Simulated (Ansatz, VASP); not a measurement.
# In in VASP and in Ansatz

Contents of INCAR:

```
SYSTEM = In
PREC     = Accurate       ! precision mode
ENCUT    = 600            ! plane-wave cutoff, eV
EDIFF    = 1E-7           ! SCF threshold, eV
ISMEAR   = -1             ! smearing method
SIGMA    = 0.05           ! smearing width, eV
LREAL    = .FALSE.        ! projectors in reciprocal space
LASPH    = .TRUE.         ! aspherical terms in the spheres
NELM     = 60             ! most SCF steps
ALGO     = Normal         ! electronic algorithm
ISIF     = 3              ! what is computed and relaxed
LWAVE    = .FALSE.        ! write WAVECAR
LCHARG   = .FALSE.        ! write CHGCAR
GGA      = RP             ! functional
IVDW     = 12             ! dispersion correction
IBRION   = 2              ! ionic algorithm
NSW      = 60             ! ionic steps
EDIFFG   = -0.01          ! ionic threshold
```

KPOINTS

```
Automatic mesh
0
G
  11 11 11
  0 0 0
```

File POSCAR:

```
In
1.0
   -1.6254700000      1.6254700000      2.4737000000
    1.6254700000     -1.6254700000      2.4737000000
    1.6254700000      1.6254700000     -2.4737000000
In
1
Direct
    0.0000000000      0.0000000000      0.0000000000
```

The input input.yaml:

```yaml
crystal:
  lattice:
    - [-1.62547, 1.62547, 2.4737]
    - [1.62547, -1.62547, 2.4737]
    - [1.62547, 1.62547, -2.4737]
  atoms:
    - { symbol: In, position: [0.0, 0.0, 0.0] }
hamiltonian:
  xc: rpbe
  pseudopotentials: { kind: paw }
  dispersion: d3bj
kpoints:
  mp_grid: { grid: [11, 11, 11] }
scf:
  occupations: { method: fermi_dirac, width: 0.05 }
output:
  forces: true
  stress: true
  eigenvalues: true
  write_density: true
  write_potential: true
  elf: true
  volumetric_format: npy
relax:
  f_tol: 0.01
  max_steps: 40
  cell: { stress_tol: 0.05 }
```

Alike in both runs: task relaxation of cell and atoms; functional RPBE; dispersion D3(BJ); k mesh 11 × 11 × 11; occupations fermi-dirac, width 0.05 eV; no spin polarisation.

|  | VASP | Ansatz |
| --- | --- | --- |
| version | VASP 6.6.1 | Ansatz 0.2.0 |
| potentials or method | VASP PAW PBE potentials, release 64 (In_d) | Ansatz PAW |
| plane-wave cutoff (eV) | 600 | 420 |
| valence electrons in the cell | 13 | 13 |

```csv
,VASP,Ansatz,Ansatz less VASP
"gap on the k mesh at the Fermi level, each at its own relaxed structure (eV)",none,none,-
relaxed volume (Å³/atom),20.12,20.10,-0.015
relaxed cell length with the largest relative difference (Å),3.024,3.023,-0.0008
```

VASP's potentials were made for PBE, not for RPBE. A gap of «none» marks a metal or a gap that the smearing closes.

Noted on VASP's run: the volume moved by over 15 % at a fixed basis, so the end points are rough. Noted on Ansatz's run: the volume moved by over 15 % at a fixed basis, so the end points are rough; the plane-wave basis is chosen anew once the cell has moved, so the energies of steps on either side of that aren't comparable.
